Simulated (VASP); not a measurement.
# Pt in VASP: relaxation of the atoms with PBE

Aim: the relaxation of the atoms of Pt with PBE.

Everything below comes from runs of VASP 6.6.1. Logs are shortened: lines on timing, memory, paths and dates and some standing lists are left out, and cuts for length are marked.

## Step 1: The cell of the first run

The cell holds a slab with vacuum, 3 atoms: a = 2.807 Å, b = 2.807 Å, c = 17.970 Å, α = 90.00°, β = 90.00°, γ = 90.00°.

## Step 2: Relaxation of the atoms, PBE

INCAR

```
ALGO     = Normal         # electronic algorithm
DIPOL    = 0.5 0.5 0.500
EDIFF    = 1E-6           # SCF threshold, eV
EDIFFG   = -0.03          # ionic threshold
ENCUT    = 520            # plane-wave cutoff, eV
GGA      = PE             # functional
IBRION   = 2              # ionic algorithm
IDIPOL   = 3            
ISIF     = 2              # what is computed and relaxed
ISMEAR   = 0              # smearing method
LASPH    = T              # aspherical terms in the spheres
LCHARG   = F              # write CHGCAR
LDIPOL   = T            
LREAL    = F              # projectors in reciprocal space
LUSENCCL = F            
LWAVE    = F              # write WAVECAR
NELM     = 60             # most SCF steps
NSW      = 70             # ionic steps
PREC     = Accurate       # precision mode
SIGMA    = 0.1            # smearing width, eV
```

KPOINTS

```
k-points
0
Gamma
  10 10 1
```

POSCAR

```
Pt
1.0
    2.8071640661      0.0000000000      0.0000000000
    0.0000000000      2.8071640661      0.0000000000
    0.0000000000      0.0000000000     17.9699294941
Pt
3
Selective dynamics
Direct
    0.5000000000      0.5000000000      0.3895396475  F F F
    0.0000000000      0.0000000000      0.5000000000  T T T
    0.5000000000      0.5000000000      0.6104603525  T T T
```

Potentials or basis: VASP PAW PBE potentials, release 64 (Pt).

On the command line:

```
$ cat potpaw_PBE.64/Pt/POTCAR > POTCAR
$ mpirun -np 1 vasp_std > vasp.out
```

OUTCAR:

```text
EDIFF = 1E-6
   EDIFFG = -0.03
   ENCUT = 520
   GGA = PE
   IBRION = 2
   ISIF = 2
   ISMEAR = 0
   LASPH = T
   LREAL = F
   NELM = 60
   NSW = 70
   PREC = Accurate

 ion  position               nearest neighbor table
   1  0.500  0.500  0.390-   2 2.81   2 2.81   2 2.81   2 2.81
   2  0.000  0.000  0.500-   1 2.81   3 2.81   1 2.81   3 2.81   1 2.81   3 2.81   1 2.81   3 2.81

   3  0.500  0.500  0.610-   2 2.81   2 2.81   2 2.81   2 2.81

  LATTYP: Found a simple tetragonal cell.
 ALAT       =     2.8071640661
 C/A-ratio  =     6.4014532357

  Lattice vectors:

 A1 = (   2.8071640661,   0.0000000000,   0.0000000000)
 A2 = (   0.0000000000,   2.8071640661,   0.0000000000)
 A3 = (   0.0000000000,   0.0000000000,  17.9699294941)

Analysis of symmetry for initial positions (statically):
=====================================================================
 Subroutine PRICEL returns:
 Original cell was already a primitive cell.

 Routine SETGRP: Setting up the symmetry group for a
 simple tetragonal supercell.

 Subroutine GETGRP returns: Found 16 space group operations
 (whereof 16 operations were pure point group operations)
 out of a pool of 16 trial point group operations.

The static configuration has the point symmetry D_4h.

Analysis of symmetry for dynamics (positions and initial velocities):
=====================================================================
 Subroutine PRICEL returns:
 Original cell was already a primitive cell.

 Routine SETGRP: Setting up the symmetry group for a
 simple tetragonal supercell.

 Subroutine GETGRP returns: Found 16 space group operations
 (whereof 16 operations were pure point group operations)
 out of a pool of 16 trial point group operations.

The dynamic configuration has the point symmetry D_4h.

Analysis of constrained symmetry for selective dynamics:
=====================================================================
 Subroutine PRICEL returns:
 Original cell was already a primitive cell.

 Routine SETGRP: Setting up the symmetry group for a
 simple tetragonal supercell.

 Subroutine GETGRP returns: Found  8 space group operations
 (whereof  8 operations were pure point group operations)
 out of a pool of 16 trial point group operations.

The constrained configuration has the point symmetry C_4v.

 Subroutine INISYM returns: Found  8 space group operations
 (whereof  8 operations are pure point group operations),
 and found     1 'primitive' translations

----------------------------------------------------------------------------------------

                                     Primitive cell

  volume of cell :     141.6061

  direct lattice vectors                    reciprocal lattice vectors
     2.807164066  0.000000000  0.000000000     0.356231405  0.000000000  0.000000000
     0.000000000  2.807164066  0.000000000     0.000000000  0.356231405  0.000000000
     0.000000000  0.000000000 17.969929494     0.000000000  0.000000000  0.055648521

  length of vectors
     2.807164066  2.807164066 17.969929494     0.356231405  0.356231405  0.055648521

  position of ions in fractional coordinates (direct lattice)
     0.500000000  0.500000000  0.389539648
     0.000000000  0.000000000  0.500000000
     0.500000000  0.500000000  0.610460352

  ion indices of the primitive-cell ions
   primitive index   ion index
                 1           1
                 2           2
                 3           3

----------------------------------------------------------------------------------------

 KPOINTS: k-points

Automatic generation of k-mesh.
 Grid dimensions read from file:
 generate k-points for:   10   10    1

 Generating k-lattice:

  Cartesian coordinates                     Fractional coordinates (reciprocal lattice)
     0.035623141  0.000000000  0.000000000     0.100000000  0.000000000  0.000000000
     0.000000000  0.035623141  0.000000000     0.000000000  0.100000000  0.000000000
     0.000000000  0.000000000  0.055648521     0.000000000  0.000000000  1.000000000

  Length of vectors
     0.035623141  0.035623141  0.055648521

  Shift w.r.t. Gamma in fractional coordinates (k-lattice)
     0.000000000  0.000000000  0.000000000

 Subroutine IBZKPT returns following result:
 ===========================================

 Found     21 irreducible k-points:

 Following reciprocal coordinates:
            Coordinates               Weight
  0.000000  0.000000  0.000000      1.000000
  0.100000  0.000000  0.000000      4.000000
  0.200000  0.000000  0.000000      4.000000
  0.300000  0.000000  0.000000      4.000000
  0.400000  0.000000  0.000000      4.000000
  0.500000  0.000000  0.000000      2.000000
[... 13 lines left out ...]
  0.500000  0.400000  0.000000      4.000000
  0.500000  0.500000  0.000000      1.000000
   k-points           NKPTS =     21   k-points in BZ     NKDIM =     21   number of bands    NBANDS=     19
   number of dos      NEDOS =    301   number of ions     NIONS =      3
   total plane-waves  NPLWV =  80640
   dimension x,y,z NGX =    24 NGY =   24 NGZ =  140
   dimension x,y,z NGXF=    48 NGYF=   48 NGZF=  280
   ions per type =               3
   NGX,Y,Z   is equivalent  to a cutoff of  14.21, 14.21, 12.95 a.u.
   NGXF,Y,Z  is equivalent  to a cutoff of  28.43, 28.43, 25.90 a.u.
 SYSTEM =  unknown system
   PREC   = accura    normal or accurate (medium, high low for compatibility)
   ISTART =      0    job   : 0-new  1-cont  2-samecut
   ICHARG =      2    charge: 1-file 2-atom 10-const
   ISPIN  =      1    spin polarized calculation?
   LNONCOLLINEAR =      F non collinear calculations
   LSORBIT =      F    spin-orbit coupling
   LASPH  =      T    aspherical Exc in radial PAW
   ENCUT  =  520.0 eV  38.22 Ry    6.18 a.u.   5.22  5.22 33.41*2*pi/ulx,y,z
   NELM   =     60;   NELMIN=  2; NELMDL= -5     # of ELM steps
   EDIFF  = 0.1E-05   stopping-criterion for ELM
   LREAL  =      F    real-space projection
   EDIFFG = -.3E-01   stopping-criterion for IOM
   NSW    =     70    number of steps for IOM
   IBRION =      2    ionic relax: 0-MD 1-quasi-New 2-CG
   NFREE  =      1    steps in history (QN), initial steepest desc. (CG)
   ISIF   =      2    stress and relaxation
   ISYM   =      2    0-nonsym 1-usesym 2-fastsym
   POTIM  = 0.5000    time-step for ionic-motion
   TEBEG  =    0.0;   TEEND  =   0.0 temperature during run
   PSTRESS=    0.0 pullay stress
   NELECT =      30.0000    total number of electrons
   NUPDOWN=      -1.0000    fix difference up-down
   EMIN   =  10.00;   EMAX   =-10.00  energy-range for DOS
   EFERMI =   0.00;   METHOD = LEGACY
   ISMEAR =     0;   SIGMA  =   0.10  broadening in eV -4-tet -1-fermi 0-gaus
   EFERMI_NEDOS =   21; number of points for ismear=-14 and -15
   IALGO  =     38    algorithm
   IMIX   =      4    mixing-type and parameters
     AMIX     =   0.40;   BMIX     =  1.00
     AMIX_MAG =   1.60;   BMIX_MAG =  1.00
  volume/ion in A,a.u.               =      47.20       318.54
  Fermi-wavevector in a.u.,A,eV,Ry     =   0.975936  1.844251 12.958879  0.952451
  Thomas-Fermi vector in A             =   2.106515
   LORBIT       =      0    0 simple, 1 ext, 2 COOP (PROOUT), +10 PAW based schemes
   GGA     = PE    functional components
   LHFCALC =     F    Hartree Fock is set to
   AEXX    =    0.0000 exact exchange contribution
   IVDW    =     0    specifies the selected vdW correction
   LEPSILON=     F    determine dielectric tensor
   LRPA    =     F    only Hartree local field effects (RPA)
 conjugate gradient relaxation of ions
 non-spin polarized calculation
 Gauss-broadening in eV      SIGMA  =   0.10
  energy-cutoff  :      520.00
  volume of cell :      141.61
 maximum number of plane-waves:      3867
 NGX is ok and might be reduce to    24
   NGX = 11   NGY = 11   NGZ = 67

--------------------------------------- Ionic step        1  -------------------------------------------

 number of electron      29.9999994 magnetization

 Free energy of the ion-electron system (eV)
  ---------------------------------------------------
  ext. energy  EPLUGINS =         0.00000000
  ---------------------------------------------------
  free energy    TOTEN  =       -16.46840194 eV

  energy without entropy =      -16.43783029  energy(sigma->0) =      -16.45311611

------------------------ aborting loop because EDIFF is reached ----------------------------------------

  FORCE on cell =-STRESS in cart. coord.  units (eV):
  Direction    XX          YY          ZZ          XY          YZ          ZX
  --------------------------------------------------------------------------------------
  -------------------------------------------------------------------------------------
  Total       -4.6653563     -4.6653563     -1.4925072      0.0000000      0.0000000     -0.0000000
  in kB      -52.7853534    -52.7853534    -16.8867104      0.0000000      0.0000000     -0.0000000
  external PRESSURE =     -40.8191391 kB  Pullay stress =       0.0000000 kB
[... 203 lines left out ...]
  FREE ENERGIE OF THE ION-ELECTRON SYSTEM (eV)
  ---------------------------------------------------
  free  energy   TOTEN  =       -16.4903801203 eV

  energy  without entropy=      -16.4606615190  energy(sigma->0) =      -16.47552082

 dipolmoment           0.000000      0.000000     -0.000166 electrons x Angstroem

--------------------------------------- Ionic step        7  -------------------------------------------

 number of electron      29.9999994 magnetization

 dipolmoment           0.000000      0.000000      0.000011 electrons x Angstroem

 Free energy of the ion-electron system (eV)
  ---------------------------------------------------
  ext. energy  EPLUGINS =         0.00000000
  ---------------------------------------------------
  free energy    TOTEN  =       -16.49110491 eV

  energy without entropy =      -16.46175341  energy(sigma->0) =      -16.47642916

 E-fermi :  -0.3180     XC(G=0):  -5.3817

 val. band max:       -0.3303039596   @ k =   0.3000   0.2000   0.0000
 cond. band min:      -0.3176179174   @ k =   0.4000   0.4000   0.0000
 fundamental gap:      0.0126860422
 Fermi energy:        -0.3179627257

 k-point     1 :       0.0000    0.0000    0.0000
  band No.  band energies     occupation
      1      -9.1700      2.00000
      2      -6.6579      2.00000
      3      -6.5247      2.00000
      4      -6.2441      2.00000
      5      -4.9314      2.00000
      6      -4.0009      2.00000
[... 11 lines left out ...]
     18      -0.1747      0.04279
     19       1.8127      0.00000
[... 425 lines left out ...]
      5      -5.0061      2.00000
      6      -3.7538      2.00000
[... 11 lines left out ...]
     18       7.0597      0.00000
     19       7.0597      0.00000

------------------------ aborting loop because EDIFF is reached ----------------------------------------

 vacuum level on the upper side and lower side of the slab       (xc-potential included)        -0.009        -0.007

  FORCE on cell =-STRESS in cart. coord.  units (eV):
  Direction    XX          YY          ZZ          XY          YZ          ZX
  --------------------------------------------------------------------------------------
  -------------------------------------------------------------------------------------
  Total       -3.2969167     -3.2969167     -0.0404651      0.0000000      0.0000000      0.0000000
  in kB      -37.3023841    -37.3023841     -0.4578347      0.0000000      0.0000000      0.0000000
  external PRESSURE =     -25.0208676 kB  Pullay stress =       0.0000000 kB

 VOLUME and BASIS-vectors are now :
 -----------------------------------------------------------------------------
  energy-cutoff  :      520.00
  volume of cell :      141.61
      direct lattice vectors                 reciprocal lattice vectors
     2.807164066  0.000000000  0.000000000     0.356231405  0.000000000  0.000000000
     0.000000000  2.807164066  0.000000000     0.000000000  0.356231405  0.000000000
     0.000000000  0.000000000 17.969929494     0.000000000  0.000000000  0.055648521
[... 9 lines left out ...]
  FREE ENERGIE OF THE ION-ELECTRON SYSTEM (eV)
  ---------------------------------------------------
  free  energy   TOTEN  =       -16.4911049116 eV

  energy  without entropy=      -16.4617534099  energy(sigma->0) =      -16.47642916

 reached required accuracy - stopping structural energy minimisation

 vacuum level on the upper side and lower side of the slab         5.363         5.363
```

It took 3 min on 1 × NVIDIA H100 80GB with 1 thread of AMD EPYC 7R13 (Zen 3), shared host; peak memory 1.3 GiB.

What came out:

```
Free energy               : -16.4911 eV
Energy gained by relaxing : 7.6 meV/atom
Ionic steps               : 7
Band gap on the k mesh    : zero (bands 15 and 16 overlap by 1.18 eV)
```

Step by step:
```
step  energy change (eV)  largest force on free atoms (eV/Å)  pressure (GPa)
   1              0.0000                              0.3664           -4.08
   2             -0.0056                              0.2637           -3.86
   3             -0.0111                              0.3159           -3.40
   4             -0.0162                              0.2103           -3.23
   5             -0.0218                              0.0904           -2.82
   6             -0.0220                              0.0967           -2.73
   7             -0.0227                              0.0197           -2.50
```

Final structure:
```yaml
crystal:
  lattice:
    - [2.80716, 0.00000, 0.00000]
    - [0.00000, 2.80716, 0.00000]
    - [0.00000, 0.00000, 17.96993]
  atoms:
    - { symbol: Pt, position: [0.50000, 0.50000, 0.38954] }
    - { symbol: Pt, position: [0.00000, 0.00000, 0.49658] }
    - { symbol: Pt, position: [0.50000, 0.50000, 0.60379] }
```

Levels at points of the mesh, in eV from the Fermi level:
| k point | band 12 | band 13 | band 14 | band 15 | band 16 | band 17 | band 18 | band 19 |
| --- | --- | --- | --- | --- | --- | --- | --- | --- |
| (0.00, 0.00, 0.00) | -1.28 | -1.28 | -0.38 | -0.16 | 0.08 | 0.14 | 0.14 | 2.13 |
| (0.50, 0.00, 0.00) | -0.95 | -0.41 | -0.29 | 0.04 | 0.79 | 1.73 | 1.75 | 3.99 |
| (0.50, 0.50, 0.00) | -0.16 | 0.34 | 0.83 | 0.84 | 3.63 | 3.63 | 7.38 | 7.38 |

Caveat: spin-orbit coupling is left out, which moves the levels of the heavy elements.
